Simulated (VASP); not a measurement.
# Be (P6_3/mmc) in VASP: a series of runs, part 2 of 2

VASP 6.6.1. The steps go on from the part before.

## 3. Single point, PBEsol (8.07 Å³/atom)

This run uses another cell than the first one, of 8.07 Å³/atom.

INCAR

```
SYSTEM = Be
PREC = Accurate
ENCUT = 520
EDIFF = 1E-7
ISMEAR = 0
SIGMA = 0.1
LREAL = .FALSE.
LASPH = .TRUE.
NELM = 60
ALGO = Normal
ISIF = 2
LWAVE = .FALSE.
LCHARG = .FALSE.
GGA = PS
NBANDS = 9
```

KPOINTS

```
Automatic mesh
0
G
  24 24 12
  0 0 0
```

POSCAR

```
Be
1.0
    2.2807102084      0.0000000000      0.0000000000
   -1.1403551042      1.9751529791      0.0000000000
    0.0000000000      0.0000000000      3.5846475391
Be
2
Direct
    0.3333333333      0.6666666667      0.2500000000
    0.6666666667      0.3333333333      0.7500000000
```

Potentials or basis: VASP PAW PBE potentials, release 64 (Be).

Started as:

```
$ cat potpaw_PBE.64/Be/POTCAR > POTCAR
$ mpirun -np 1 vasp_std > vasp.out
```

OUTCAR:

```text
SYSTEM = Be
   PREC = Accurate
   ENCUT = 520
   EDIFF = 1E-7
   ISMEAR = 0
   LREAL = .FALSE.
   LASPH = .TRUE.
   NELM = 60
   ISIF = 2
   GGA = PS

 ion  position               nearest neighbor table
   1  0.333  0.667  0.250-   2 2.22   2 2.22   2 2.22   2 2.22   2 2.22   2 2.22
   2  0.667  0.333  0.750-   1 2.22   1 2.22   1 2.22   1 2.22   1 2.22   1 2.22

  LATTYP: Found a hexagonal cell.
 ALAT       =     2.2807102084
 C/A-ratio  =     1.5717242488

  Lattice vectors:

 A1 = (   2.2807102084,   0.0000000000,   0.0000000000)
 A2 = (  -1.1403551042,   1.9751529791,   0.0000000000)
 A3 = (   0.0000000000,   0.0000000000,   3.5846475391)

Analysis of symmetry for initial positions (statically):
=====================================================================
 Subroutine PRICEL returns:
 Original cell was already a primitive cell.

 Routine SETGRP: Setting up the symmetry group for a
 hexagonal supercell.

 Subroutine GETGRP returns: Found 24 space group operations
 (whereof 12 operations were pure point group operations)
 out of a pool of 24 trial point group operations.

The static configuration has the point symmetry D_3d.
 The point group associated with its full space group is D_6h.

Analysis of symmetry for dynamics (positions and initial velocities):
=====================================================================
 Subroutine PRICEL returns:
 Original cell was already a primitive cell.

 Routine SETGRP: Setting up the symmetry group for a
 hexagonal supercell.

 Subroutine GETGRP returns: Found 24 space group operations
 (whereof 12 operations were pure point group operations)
 out of a pool of 24 trial point group operations.

The dynamic configuration has the point symmetry D_3d.
 The point group associated with its full space group is D_6h.

 Subroutine INISYM returns: Found 24 space group operations
 (whereof 12 operations are pure point group operations),
 and found     1 'primitive' translations

----------------------------------------------------------------------------------------

                                     Primitive cell

  volume of cell :      16.1479

  direct lattice vectors                    reciprocal lattice vectors
     2.280710208  0.000000000  0.000000000     0.438459913  0.253144949  0.000000000
    -1.140355104  1.975152979  0.000000000     0.000000000  0.506289898  0.000000000
     0.000000000  0.000000000  3.584647539     0.000000000  0.000000000  0.278967455

  length of vectors
     2.280710208  2.280710208  3.584647539     0.506289898  0.506289898  0.278967455

  position of ions in fractional coordinates (direct lattice)
     0.333333333  0.666666667  0.250000000
     0.666666667  0.333333333  0.750000000

  ion indices of the primitive-cell ions
   primitive index   ion index
                 1           1
                 2           2

----------------------------------------------------------------------------------------

 KPOINTS: Automatic mesh

Automatic generation of k-mesh.
 Grid dimensions read from file:
 generate k-points for:   24   24   12

[... 21 lines left out ...]
  0.041667 -0.000000  0.000000      6.000000
  0.083333  0.000000  0.000000      6.000000
  0.125000  0.000000  0.000000      6.000000
  0.166667 -0.000000  0.000000      6.000000
  0.208333  0.000000  0.000000      6.000000
[... 16 lines left out ...]
  0.416667  0.041667  0.000000     12.000000
  0.458333  0.041667  0.000000     12.000000
 [... further k-points ...]
   k-points           NKPTS =    427   k-points in BZ     NKDIM =    427   number of bands    NBANDS=      9
   number of dos      NEDOS =    301   number of ions     NIONS =      2
   total plane-waves  NPLWV =   9072
   dimension x,y,z NGX =    18 NGY =   18 NGZ =   28
   dimension x,y,z NGXF=    36 NGYF=   36 NGZF=   56
   ions per type =               2
   NGX,Y,Z   is equivalent  to a cutoff of  13.12, 13.12, 12.99 a.u.
   NGXF,Y,Z  is equivalent  to a cutoff of  26.24, 26.24, 25.97 a.u.
 SYSTEM =  Be
   PREC   = accura    normal or accurate (medium, high low for compatibility)
   ISTART =      0    job   : 0-new  1-cont  2-samecut
   ICHARG =      2    charge: 1-file 2-atom 10-const
   ISPIN  =      1    spin polarized calculation?
   LNONCOLLINEAR =      F non collinear calculations
   LSORBIT =      F    spin-orbit coupling
   LASPH  =      T    aspherical Exc in radial PAW
   ENCUT  =  520.0 eV  38.22 Ry    6.18 a.u.   4.24  4.24  6.67*2*pi/ulx,y,z
   NELM   =     60;   NELMIN=  2; NELMDL= -5     # of ELM steps
   EDIFF  = 0.1E-06   stopping-criterion for ELM
   LREAL  =      F    real-space projection
   EDIFFG = 0.1E-05   stopping-criterion for IOM
   NSW    =      0    number of steps for IOM
   IBRION =     -1    ionic relax: 0-MD 1-quasi-New 2-CG
   NFREE  =      0    steps in history (QN), initial steepest desc. (CG)
   ISIF   =      2    stress and relaxation
   ISYM   =      2    0-nonsym 1-usesym 2-fastsym
   POTIM  = 0.5000    time-step for ionic-motion
   TEBEG  =    0.0;   TEEND  =   0.0 temperature during run
   PSTRESS=    0.0 pullay stress
   NELECT =       4.0000    total number of electrons
   NUPDOWN=      -1.0000    fix difference up-down
   EMIN   =  10.00;   EMAX   =-10.00  energy-range for DOS
   EFERMI =   0.00;   METHOD = LEGACY
   ISMEAR =     0;   SIGMA  =   0.10  broadening in eV -4-tet -1-fermi 0-gaus
   EFERMI_NEDOS =   21; number of points for ismear=-14 and -15
   IALGO  =     38    algorithm
   IMIX   =      4    mixing-type and parameters
     AMIX     =   0.40;   BMIX     =  1.00
     AMIX_MAG =   1.60;   BMIX_MAG =  1.00
  volume/ion in A,a.u.               =       8.07        54.49
  Fermi-wavevector in a.u.,A,eV,Ry     =   1.028148  1.942918 14.382566  1.057089
  Thomas-Fermi vector in A             =   2.162130
   LORBIT       =      0    0 simple, 1 ext, 2 COOP (PROOUT), +10 PAW based schemes
   GGA     = PS    functional components
   LHFCALC =     F    Hartree Fock is set to
   AEXX    =    0.0000 exact exchange contribution
   IVDW    =     0    specifies the selected vdW correction
   LEPSILON=     F    determine dielectric tensor
   LRPA    =     F    only Hartree local field effects (RPA)
 non-spin polarized calculation
 Gauss-broadening in eV      SIGMA  =   0.10
  energy-cutoff  :      520.00
  volume of cell :       16.15
 maximum number of plane-waves:       454
 NGX is ok and might be reduce to    18
   NGX =  9   NGY =  9   NGZ = 13

 number of electron       4.0000000 magnetization

 Free energy of the ion-electron system (eV)
  ---------------------------------------------------
  ext. energy  EPLUGINS =         0.00000000
  ---------------------------------------------------
  free energy    TOTEN  =        -7.99066406 eV

  energy without entropy =       -7.98960802  energy(sigma->0) =       -7.99013604

 E-fermi :   6.7973     XC(G=0): -10.5393

 val. band max:        6.7800587538   @ k =   0.2917   0.2917   0.0000
 cond. band min:       6.8376525664   @ k =   0.2917   0.2500   0.0000
 fundamental gap:      0.0575938126
 Fermi energy:         6.7973404618

 k-point     1 :       0.0000    0.0000    0.0000
  band No.  band energies     occupation
      1      -4.3836      2.00000
      2       2.4777      2.00000
      3       7.9320      0.00000
      4      22.5415      0.00000
      5      22.5415      0.00000
      6      25.3552      0.00000
      7      25.3552      0.00000
      8      27.4646      0.00000
      9      33.5723      0.00000
[... 265 lines left out ...]
 k-point    24 :       0.4583    0.0417    0.0000
  band No.  band energies     occupation
      1       1.7775      2.00000
      2       3.9347      2.00000
      3      10.2919      0.00000
      4      13.4269      0.00000
      5      13.5012      0.00000
      6      15.1023      0.00000
      7      17.7025      0.00000
      8      23.4352      0.00000
      9      26.4133      0.00000

 [... further k-points ...]

------------------------ aborting loop because EDIFF is reached ----------------------------------------

  FORCE on cell =-STRESS in cart. coord.  units (eV):
  Direction    XX          YY          ZZ          XY          YZ          ZX
  --------------------------------------------------------------------------------------
  -------------------------------------------------------------------------------------
  Total       -0.3171804     -0.3171804     -0.3154397      0.0000000      0.0000000      0.0000000
  in kB      -31.4702115    -31.4702115    -31.2975035      0.0000000      0.0000000      0.0000000
  external PRESSURE =     -31.4126422 kB  Pullay stress =       0.0000000 kB

 VOLUME and BASIS-vectors are now :
 -----------------------------------------------------------------------------
  energy-cutoff  :      520.00
  volume of cell :       16.15
      direct lattice vectors                 reciprocal lattice vectors
     2.280710208  0.000000000  0.000000000     0.438459913  0.253144949  0.000000000
    -1.140355104  1.975152979  0.000000000     0.000000000  0.506289898  0.000000000
     0.000000000  0.000000000  3.584647539     0.000000000  0.000000000  0.278967455

 POSITION                                       TOTAL-FORCE (eV/Angst)
 -----------------------------------------------------------------------------------
     -0.00000      1.31677      0.89616         0.000000     -0.000000      0.000000
      1.14036      0.65838      2.68849        -0.000000      0.000000      0.000000
 -----------------------------------------------------------------------------------
    total drift:                                0.000000     -0.000000      0.000000

  FREE ENERGIE OF THE ION-ELECTRON SYSTEM (eV)
  ---------------------------------------------------
  free  energy   TOTEN  =        -7.9906640634 eV

  energy  without entropy=       -7.9896080208  energy(sigma->0) =       -7.99013604
```

stdout:

```text
POSCAR found type information on POSCAR Be
 POSCAR found :  1 types and       2 ions
 scaLAPACK will be used
 -----------------------------------------------------------------------------
|                                                                             |
|                                                                             |
|     You enforced a specific xc type in the INCAR file but a different       |
|     I HOPE YOU KNOW WHAT YOU ARE DOING!                                     |
|                                                                             |
 -----------------------------------------------------------------------------

 LDA part: xc-table for (Slater+PW92), standard interpolation
 POSCAR, INCAR and KPOINTS ok, starting setup
 FFT: planning ... GRIDC
 FFT: planning ... GRID_SOFT
 FFT: planning ... GRID
 WAVECAR not read
 entering main loop
```

Wall time 18 s (1 thread of Intel Xeon 6975P-C (Granite Rapids), shared host); peak memory 0.16 GiB.

What came out:

```yaml
Free_energy: -7.9907 eV
Pressure: -3.1 GPa
Band_gap_on_the_k_mesh: zero (bands 2 and 3 overlap by 2.06 eV)
```

Caveat: the cell stands under tension; the PAW data sets were made with another functional, which shifts forces and pressure a little.
